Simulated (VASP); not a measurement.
Runs of VASP 6.6.1 on Rb. The structure is that of space group Pm-3m (No. 221), or close to it. The cells are those of the table. 

```tsv
task	cell	cutoff (eV)	k mesh for the DOS	occupations for the DOS	gap on the mesh (eV)	pressure (GPa)
single point	a = 3.999 Å, 1 atom	520	-	-	none	1.8
relaxation of cell and atoms	relaxed from a = 4.548 Å, 1 atom	600	-	-	none	0.0
single point	a = 4.358 Å, 1 atom	520	-	-	none	0.4
single point	a = 4.548 Å, 1 atom	520	-	-	none	0.0
single point	a = 3.793 Å, 1 atom	520	-	-	none	(a)
single point	a = 4.187 Å, 1 atom	520	-	-	none	(b)
single point	a = 3.610 Å, 1 atom	520	-	-	none	4.8
```

Alike in all rows: level PBEsol; potentials or basis VASP PAW PBE potentials, release 64 (Rb_sv); no spin polarisation; k mesh 9 × 9 × 9; smearing fermi-dirac 0.1 eV.

Task: Fill in the values left out.

Result: (a) 3.2; (b) 0.9.

Caveats: the PAW data sets were made with another functional, which shifts forces and pressure a little.

A k mesh can miss the band edges, and the runs leave out spin-orbit coupling on Rb.

A gap of «none» marks levels without a gap at the run's occupations.
